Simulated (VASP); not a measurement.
# Zn in VASP: further runs

Zn is run at these levels: PBE; tasks: single point, relaxation of cell and atoms.

Everything below comes from runs of VASP 6.6.1. Logs are shortened: lines on timing, memory, paths and dates and some standing lists are left out, and cuts for length are marked.

### 1 The cell of the first run

The typed cell holds 2 atoms: a = 3.544 Å, b = 3.544 Å, c = 2.532 Å, α = 90.00°, β = 90.00°, γ = 90.00°.

The cell was generated, and may not be a known phase.

### 2 Single point, PBE

File INCAR:

```
SYSTEM = Zn
ALGO = Fast
EDIFF = 1E-7
ENCUT = 520
GGA = PE
ISIF = 2
ISMEAR = 0
LASPH = .True.
LCHARG = .False.
LREAL = .False.
LWAVE = .False.
NBANDS = 19
NELM = 80
PREC = Accurate
SIGMA = 0.1
```

File KPOINTS:

```
k-points
0
Gamma
  6 6 8
  0 0 0
```

File POSCAR:

```
Zn
1.0
    3.5436323666      0.0000000000      0.0000000000
    0.0000000000      3.5436323666      0.0000000000
    0.0000000000      0.0000000000      2.5318203326
Zn
2
Direct
    0.0000000000      0.5000000000      0.7502136825
    0.5000000000      0.0000000000      0.2497863175
```

Potentials or basis: VASP PAW PBE potentials, release 64 (Zn).

Launch:

```sh
> cat potpaw_PBE.64/Zn/POTCAR > POTCAR
> mpirun -np 1 vasp_std > vasp.out
```

OUTCAR:

```text
SYSTEM = Zn
   EDIFF = 1E-7
   ENCUT = 520
   GGA = PE
   ISIF = 2
   ISMEAR = 0
   LASPH = .True.
   LREAL = .False.
   NELM = 80
   PREC = Accurate

 ion  position               nearest neighbor table
   1  0.000  0.500  0.750-   2 2.81   2 2.81   2 2.81   2 2.81   2 2.81   2 2.81   2 2.81   2 2.81

   2  0.500  0.000  0.250-   1 2.81   1 2.81   1 2.81   1 2.81   1 2.81   1 2.81   1 2.81   1 2.81

  LATTYP: Found a simple tetragonal cell.
 ALAT       =     3.5436323666
 C/A-ratio  =     0.7144703713

  Lattice vectors:

 A1 = (   3.5436323666,   0.0000000000,   0.0000000000)
 A2 = (   0.0000000000,   3.5436323666,   0.0000000000)
 A3 = (   0.0000000000,   0.0000000000,   2.5318203326)

Analysis of symmetry for initial positions (statically):
=====================================================================
 Subroutine PRICEL returns:
 Original cell was already a primitive cell.

 Routine SETGRP: Setting up the symmetry group for a
 simple tetragonal supercell.

 Subroutine GETGRP returns: Found 16 space group operations
 (whereof  8 operations were pure point group operations)
 out of a pool of 16 trial point group operations.

The static configuration has the point symmetry D_2d.
 The point group associated with its full space group is D_4h.

Analysis of symmetry for dynamics (positions and initial velocities):
=====================================================================
 Subroutine PRICEL returns:
 Original cell was already a primitive cell.

 Routine SETGRP: Setting up the symmetry group for a
 simple tetragonal supercell.

 Subroutine GETGRP returns: Found 16 space group operations
 (whereof  8 operations were pure point group operations)
 out of a pool of 16 trial point group operations.

The dynamic configuration has the point symmetry D_2d.
 The point group associated with its full space group is D_4h.

 Subroutine INISYM returns: Found 16 space group operations
 (whereof  8 operations are pure point group operations),
 and found     1 'primitive' translations

----------------------------------------------------------------------------------------

                                     Primitive cell

  volume of cell :      31.7929

  direct lattice vectors                    reciprocal lattice vectors
     3.543632367  0.000000000  0.000000000     0.282196316  0.000000000  0.000000000
     0.000000000  3.543632367  0.000000000     0.000000000  0.282196316  0.000000000
     0.000000000  0.000000000  2.531820333     0.000000000  0.000000000  0.394972734

  length of vectors
     3.543632367  3.543632367  2.531820333     0.282196316  0.282196316  0.394972734

  position of ions in fractional coordinates (direct lattice)
     0.000000000  0.500000000  0.750213682
     0.500000000  0.000000000  0.249786318

  ion indices of the primitive-cell ions
   primitive index   ion index
                 1           1
                 2           2

----------------------------------------------------------------------------------------

 KPOINTS: k-points

Automatic generation of k-mesh.
 Grid dimensions read from file:
 generate k-points for:    6    6    8

 Generating k-lattice:

  Cartesian coordinates                     Fractional coordinates (reciprocal lattice)
     0.047032719  0.000000000  0.000000000     0.166666667  0.000000000  0.000000000
     0.000000000  0.047032719  0.000000000     0.000000000  0.166666667  0.000000000
     0.000000000  0.000000000  0.049371592     0.000000000  0.000000000  0.125000000

  Length of vectors
     0.047032719  0.047032719  0.049371592

  Shift w.r.t. Gamma in fractional coordinates (k-lattice)
     0.000000000  0.000000000  0.000000000

 Subroutine IBZKPT returns following result:
 ===========================================

 Found     50 irreducible k-points:

 Following reciprocal coordinates:
            Coordinates               Weight
  0.000000  0.000000  0.000000      1.000000
  0.166667  0.000000  0.000000      4.000000
  0.333333  0.000000  0.000000      4.000000
  0.500000  0.000000  0.000000      2.000000
  0.166667  0.166667  0.000000      4.000000
  0.333333  0.166667  0.000000      8.000000
[... 16 lines left out ...]
  0.333333  0.000000  0.250000      8.000000
  0.500000  0.000000  0.250000      4.000000
 [... further k-points ...]
   k-points           NKPTS =     50   k-points in BZ     NKDIM =     50   number of bands    NBANDS=     19
   number of dos      NEDOS =    301   number of ions     NIONS =      2
   total plane-waves  NPLWV =  15680
   dimension x,y,z NGX =    28 NGY =   28 NGZ =   20
   dimension x,y,z NGXF=    56 NGYF=   56 NGZF=   40
   ions per type =               2
   NGX,Y,Z   is equivalent  to a cutoff of  13.14, 13.14, 13.13 a.u.
   NGXF,Y,Z  is equivalent  to a cutoff of  26.27, 26.27, 26.27 a.u.
 SYSTEM =  Zn
   PREC   = accura    normal or accurate (medium, high low for compatibility)
   ISTART =      0    job   : 0-new  1-cont  2-samecut
   ICHARG =      2    charge: 1-file 2-atom 10-const
   ISPIN  =      1    spin polarized calculation?
   LNONCOLLINEAR =      F non collinear calculations
   LSORBIT =      F    spin-orbit coupling
   LASPH  =      T    aspherical Exc in radial PAW
   ENCUT  =  520.0 eV  38.22 Ry    6.18 a.u.   6.59  6.59  4.71*2*pi/ulx,y,z
   NELM   =     80;   NELMIN=  2; NELMDL= -5     # of ELM steps
   EDIFF  = 0.1E-06   stopping-criterion for ELM
   LREAL  =      F    real-space projection
   EDIFFG = 0.1E-05   stopping-criterion for IOM
   NSW    =      0    number of steps for IOM
   IBRION =     -1    ionic relax: 0-MD 1-quasi-New 2-CG
   NFREE  =      0    steps in history (QN), initial steepest desc. (CG)
   ISIF   =      2    stress and relaxation
   ISYM   =      2    0-nonsym 1-usesym 2-fastsym
   POTIM  = 0.5000    time-step for ionic-motion
   TEBEG  =    0.0;   TEEND  =   0.0 temperature during run
   PSTRESS=    0.0 pullay stress
   NELECT =      24.0000    total number of electrons
   NUPDOWN=      -1.0000    fix difference up-down
   EMIN   =  10.00;   EMAX   =-10.00  energy-range for DOS
   EFERMI =   0.00;   METHOD = LEGACY
   ISMEAR =     0;   SIGMA  =   0.10  broadening in eV -4-tet -1-fermi 0-gaus
   EFERMI_NEDOS =   21; number of points for ismear=-14 and -15
   IALGO  =     68    algorithm
   IMIX   =      4    mixing-type and parameters
     AMIX     =   0.40;   BMIX     =  1.00
     AMIX_MAG =   1.60;   BMIX_MAG =  1.00
  volume/ion in A,a.u.               =      15.90       107.27
  Fermi-wavevector in a.u.,A,eV,Ry     =   1.490625  2.816874 30.231656  2.221964
  Thomas-Fermi vector in A             =   2.603384
   LORBIT       =      0    0 simple, 1 ext, 2 COOP (PROOUT), +10 PAW based schemes
   GGA     = PE    functional components
   LHFCALC =     F    Hartree Fock is set to
   AEXX    =    0.0000 exact exchange contribution
   IVDW    =     0    specifies the selected vdW correction
   LEPSILON=     F    determine dielectric tensor
   LRPA    =     F    only Hartree local field effects (RPA)
 non-spin polarized calculation
 RMM-DIIS sequential band-by-band and
 Gauss-broadening in eV      SIGMA  =   0.10
  energy-cutoff  :      520.00
  volume of cell :       31.79
 maximum number of plane-waves:       870
 NGX is ok and might be reduce to    28

 number of electron      24.0000030 magnetization

 Free energy of the ion-electron system (eV)
  ---------------------------------------------------
  ext. energy  EPLUGINS =         0.00000000
  ---------------------------------------------------
  free energy    TOTEN  =        -2.14914768 eV

  energy without entropy =       -2.14814085  energy(sigma->0) =       -2.14864426

 E-fermi :   2.5146     XC(G=0): -11.2983

 val. band max:        2.4034727859   @ k =   0.5000   0.3333   0.1250
 cond. band min:       2.7557520096   @ k =   0.3333   0.3333   0.3750
 fundamental gap:      0.3522792237
 Fermi energy:         2.5146119372

 k-point     1 :       0.0000    0.0000    0.0000
  band No.  band energies     occupation
      1      -7.2761      2.00000
      2      -5.6268      2.00000
      3      -5.3631      2.00000
      4      -5.1652      2.00000
      5      -5.0135      2.00000
      6      -4.4964      2.00000
[... 11 lines left out ...]
     18      16.1371      0.00000
     19      19.0721      0.00000

 k-point     2 :       0.1667    0.0000    0.0000
  band No.  band energies     occupation
      1      -6.9513      2.00000
      2      -5.5991      2.00000
      3      -5.2868      2.00000
      4      -5.1247      2.00000
      5      -5.0207      2.00000
      6      -4.4800      2.00000
[... 11 lines left out ...]
     18      16.0437      0.00000
     19      19.8726      0.00000

 k-point     3 :       0.3333    0.0000    0.0000
  band No.  band energies     occupation
      1      -6.0949      2.00000
      2      -5.5369      2.00000
      3      -5.0964      2.00000
      4      -4.9985      2.00000
      5      -4.9912      2.00000
      6      -4.4973      2.00000
[... 11 lines left out ...]
     18      17.2375      0.00000
     19      20.5558      0.00000

 k-point     4 :       0.5000    0.0000    0.0000
  band No.  band energies     occupation
      1      -5.5391      2.00000
      2      -5.5391      2.00000
      3      -4.9150      2.00000
      4      -4.9150      2.00000
      5      -4.7820      2.00000
      6      -4.7820      2.00000
[... 407 lines left out ...]
     18      15.3279      0.00000
     19      15.4518      0.00000

 k-point    23 :       0.3333    0.0000    0.2500
  band No.  band energies     occupation
      1      -5.2974      2.00000
      2      -5.1353      2.00000
      3      -5.0983      2.00000
      4      -4.9038      2.00000
      5      -4.8872      2.00000
      6      -4.6107      2.00000
[... 11 lines left out ...]
     18      12.9899      0.00000
     19      16.9236      0.00000

 k-point    24 :       0.5000    0.0000    0.2500
  band No.  band energies     occupation
      1      -5.1892      2.00000
      2      -5.1892      2.00000
      3      -5.0521      2.00000
      4      -5.0521      2.00000
      5      -4.7278      2.00000
      6      -4.7278      2.00000
[... 11 lines left out ...]
     18      10.9963      0.00000
     19      21.9221      0.00000

 [... further k-points ...]

------------------------ aborting loop because EDIFF is reached ----------------------------------------

  FORCE on cell =-STRESS in cart. coord.  units (eV):
  Direction    XX          YY          ZZ          XY          YZ          ZX
  --------------------------------------------------------------------------------------
  -------------------------------------------------------------------------------------
  Total        0.0326800      0.0326800      0.1154953      0.0000000     -0.0000000      0.0000000
  in kB        1.6468822      1.6468822      5.8202918      0.0000000     -0.0000000      0.0000000
  external PRESSURE =       3.0380187 kB  Pullay stress =       0.0000000 kB

 VOLUME and BASIS-vectors are now :
 -----------------------------------------------------------------------------
  energy-cutoff  :      520.00
  volume of cell :       31.79
      direct lattice vectors                 reciprocal lattice vectors
     3.543632367  0.000000000  0.000000000     0.282196316  0.000000000  0.000000000
     0.000000000  3.543632367  0.000000000     0.000000000  0.282196316  0.000000000
     0.000000000  0.000000000  2.531820333     0.000000000  0.000000000  0.394972734

 POSITION                                       TOTAL-FORCE (eV/Angst)
 -----------------------------------------------------------------------------------
      0.00000      1.77182      1.89941        -0.000000      0.000000     -0.001630
      1.77182      0.00000      0.63241         0.000000      0.000000      0.001630
 -----------------------------------------------------------------------------------
    total drift:                                0.000000      0.000000     -0.000000

  FREE ENERGIE OF THE ION-ELECTRON SYSTEM (eV)
  ---------------------------------------------------
  free  energy   TOTEN  =        -2.1491476766 eV

  energy  without entropy=       -2.1481408476  energy(sigma->0) =       -2.14864426
```

Wall time 23 s (1 thread of Intel Xeon Platinum 8259CL at 2.50GHz (Skylake/Cascade Lake), shared host); peak memory 0.15 GiB.

Results:

| Item | Value |
| --- | --- |
| Free energy | -2.1491 eV |
| Pressure | 0.3 GPa |
| Band gap on the k mesh | zero (bands 12 and 13 overlap by 6.31 eV) |

### 3 Single point, PBE

This run uses another cell than the first one: it holds 1 atom, not 2.

File INCAR:

```
PREC = Accurate ; ENCUT = 520
EDIFF = 1E-7 ; ISMEAR = 0
SIGMA = 0.1 ; LREAL = F
LASPH = T ; NELM = 100
ALGO = Fast ; ISIF = 2
LWAVE = F ; LCHARG = F
GGA = PE ; NBANDS = 12
```

File KPOINTS:

```
Automatic mesh
0
Gamma
  26 26 26
```

File POSCAR:

```
Zn
1.0
   -1.7218678092      1.7218678092      1.3064252608
    1.7218678092     -1.7218678092      1.3064252608
    1.7218678092      1.7218678092     -1.3064252608
Zn
1
Direct
    0.0000000000      0.0000000000      0.0000000000
```

Potentials or basis: VASP PAW PBE potentials, release 64 (Zn).

Launch:

```sh
> cat potpaw_PBE.64/Zn/POTCAR > POTCAR
> mpirun -np 1 vasp_std > vasp.out
```

Wall time 2.6 min (1 thread of Intel Xeon Platinum 8259CL at 2.50GHz (Skylake/Cascade Lake), shared host); peak memory 0.35 GiB.

Results (log left out):

```
Free energy            : -1.0906 eV
Pressure               : 0.5 GPa
Band gap on the k mesh : zero (bands 6 and 7 overlap by 6.03 eV)
```

Stress tensor (GPa, compression positive):
```
0.43 0.00 0.00
0.00 0.43 0.00
0.00 0.00 0.59
```

Levels at points of the mesh, in eV from the Fermi level:
| k point | band 2 | band 3 | band 4 | band 5 | band 6 | band 7 | band 8 | band 9 | band 10 | band 11 |
| --- | --- | --- | --- | --- | --- | --- | --- | --- | --- | --- |
| (0.00, 0.00, 0.00) | -7.87 | -7.57 | -7.30 | -7.30 | -6.99 | 14.70 | 14.70 | 17.55 | 19.23 | 23.32 |
| (0.50, 0.00, 0.00) | -8.02 | -7.19 | -6.86 | -6.77 | -1.69 | 0.61 | 10.18 | 11.01 | 13.97 | 15.44 |
| (0.50, 0.50, 0.00) | -7.56 | -7.41 | -7.22 | -6.81 | -3.29 | -2.53 | 16.93 | 18.60 | 20.59 | 20.81 |
| (0.50, 0.50, 0.50) | -8.14 | -6.86 | -6.86 | -6.80 | 1.90 | 1.90 | 4.29 | 6.75 | 11.27 | 15.41 |

### 4 Relaxation of cell and atoms, PBE

This run uses another cell than the first one: it holds 1 atom, not 2.

File INCAR:

```
PREC = Accurate ; ENCUT = 600
EDIFF = 1E-7 ; ISMEAR = 0
SIGMA = 0.1 ; LREAL = False
LASPH = True ; NELM = 60
ALGO = Fast ; ISIF = 3
LWAVE = False ; LCHARG = False
GGA = PE ; IBRION = 2
NSW = 100 ; EDIFFG = -0.01
```

File KPOINTS:

```
regular mesh
0
Gamma
  26 26 26
```

File POSCAR:

```
Zn
1.0
   -1.7718161833      1.7718161833      1.2659101663
    1.7718161833     -1.7718161833      1.2659101663
    1.7718161833      1.7718161833     -1.2659101663
Zn
1
Direct
    0.0000000000      0.0000000000      0.0000000000
```

Launch:

```sh
> cat potpaw_PBE.64/Zn/POTCAR > POTCAR
> mpirun -np 1 vasp_std > vasp.out
```

Wall time 15 min (1 thread of Intel Xeon Platinum 8259CL at 2.50GHz (Skylake/Cascade Lake), shared host); peak memory 0.41 GiB.

The run converged. Its results:

```
Free energy                           : -1.0906 eV
Relaxed volume                        : 15.55 Å³/atom
Relaxed cell                          : a = 2.767 Å, b = 2.767 Å, c = 2.767 Å, α = 102.91°, β = 102.91°, γ = 123.59°
Space group after relaxing (to 0.1 Å) : I4/mmm (No. 139)
Energy gained by relaxing             : 11.3 meV/atom
Ionic steps                           : 10
Pressure after relaxing               : 0.0 GPa
Band gap on the k mesh                : zero (bands 6 and 7 overlap by 6.02 eV)
```

Stress tensor (GPa, compression positive):
```
0.00 0.00 0.00
0.00 0.00 0.00
0.00 0.00 0.10
```

The path:
```csv
step,energy change (eV),largest force (eV/Å),pressure (GPa),volume (Å³)
1,0.0000,0.0000,0.12,15.90
2,-0.0067,0.0000,-0.60,15.92
3,-0.0094,0.0000,-1.49,15.94
4,-0.0112,0.0000,-0.05,15.53
5,-0.0112,0.0000,-0.19,15.58
6,-0.0112,0.0000,-0.22,15.59
7,-0.0113,0.0000,-0.18,15.57
8,-0.0113,0.0000,-0.20,15.56
9,-0.0113,0.0000,0.15,15.51
10,-0.0113,0.0000,0.03,15.55
```

Final structure:
```
Zn
1.0
    -1.72407    1.72407    1.30756
     1.72407   -1.72407    1.30756
     1.72407    1.72407   -1.30756
Zn
1
Direct
  0.00000 0.00000 0.00000
```

Levels at points of the mesh, in eV from the Fermi level:
| k point | band 3 | band 4 | band 5 | band 6 | band 7 | band 8 | band 9 | band 10 |
| --- | --- | --- | --- | --- | --- | --- | --- | --- |
| (0.00, 0.00, 0.00) | -7.57 | -7.29 | -7.29 | -6.99 | 14.66 | 14.66 | 17.51 | 19.18 |
| (0.50, 0.00, 0.00) | -7.19 | -6.86 | -6.76 | -1.68 | 0.60 | 10.16 | 10.98 | 13.94 |
| (0.50, 0.50, 0.00) | -7.40 | -7.21 | -6.80 | -3.28 | -2.53 | 16.89 | 18.57 | 20.53 |
| (0.50, 0.50, 0.50) | -6.85 | -6.85 | -6.80 | 1.90 | 1.90 | 4.26 | 6.74 | 11.26 |

### 5 The runs side by side

| task | cell | k mesh | cutoff (eV) | gap on the mesh (eV) | pressure (GPa) |
| --- | --- | --- | --- | --- | --- |
| single point | a = 3.544, b = 3.544, c = 2.532 Å, 2 atoms, atomic positions A | 6 × 6 × 8 | 520 | none | 0.3 |
| single point | a = 2.763 Å, angles 102.9, 102.9, 123.6°, 1 atom, atomic positions B | 26 × 26 × 26 | 520 | none | 0.5 |
| relaxation of cell and atoms | relaxed from a = 2.807 Å, angles 101.7, 101.7, 126.4°, 1 atom, atomic positions B | 26 × 26 × 26 | 600 | none | 0.0 |

Alike in all rows: level PBE; potentials or basis VASP PAW PBE potentials, release 64 (Zn); no spin polarisation; smearing gaussian 0.1 eV.

Total energies depend on the potentials used, so only differences within one code and one set of settings carry meaning.

The gap in the log of VASP goes by the Fermi energy; the results here count the filled bands.